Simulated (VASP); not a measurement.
A run of VASP 6.6.1:

POSCAR

```
Ta
1.0
    4.6200224683      0.0000000000      0.0000000000
   -2.3100112342      4.0010568236      0.0000000000
    0.0000000000      0.0000000000      4.7152010731
Ta
4
Direct
    0.0000000000      0.0000000000      0.2500000000
    0.0000000000      0.0000000000      0.7500000000
    0.3333333333      0.6666666667      0.7500000000
    0.6666666667      0.3333333333      0.2500000000
```

Contents of INCAR.step1:

```
ALGO     = Normal         # electronic algorithm
EDIFF    = 1E-4           # SCF threshold, eV
ENCUT    = 600            # plane-wave cutoff, eV
GGA      = PE             # functional
ISMEAR   = 0              # smearing method
LASPH    = T              # aspherical terms in the spheres
LCHARG   = F              # write CHGCAR
LREAL    = F              # projectors in reciprocal space
LWAVE    = T              # write WAVECAR
NELM     = 60             # most SCF steps
PREC     = Accurate       # precision mode
SIGMA    = 0.1            # smearing width, eV
```

Contents of INCAR.step2:

```
ALGO     = Normal         # electronic algorithm
EDIFF    = 1E-6           # SCF threshold, eV
EDIFFG   = -0.04          # ionic threshold
ENCUT    = 600            # plane-wave cutoff, eV
IBRION   = 2              # ionic algorithm
ISIF     = 3              # what is computed and relaxed
ISMEAR   = 0              # smearing method
ISTART   = 1            
LASPH    = T              # aspherical terms in the spheres
LCHARG   = F              # write CHGCAR
LMIXTAU  = T            
LREAL    = F              # projectors in reciprocal space
LWAVE    = F              # write WAVECAR
METAGGA  = R2SCAN         # meta-GGA
NELM     = 60             # most SCF steps
NSW      = 90             # ionic steps
PREC     = Accurate       # precision mode
SIGMA    = 0.1            # smearing width, eV
```

The input KPOINTS:

```
k-points
0
Gamma
  6 6 4
```

Potentials or basis: VASP PAW PBE potentials, release 64 (Ta_pv).

Run with:

```sh
$ cat potpaw_PBE.64/Ta_pv/POTCAR > POTCAR
$ cp INCAR.step1 INCAR
$ mpirun -np 1 vasp_std > vasp.out
$ cp INCAR.step2 INCAR
$ mpirun -np 1 vasp_std > vasp.out
```

Hardware: 1 thread of Intel Xeon 8259CL, on a shared host.

Task: How long does it take, and how much memory?

Result: Wall time 36 min on 1 thread of Intel Xeon 8259CL (shared host), peak memory 0.3 GiB. Counts: k points 21, ion steps 5.
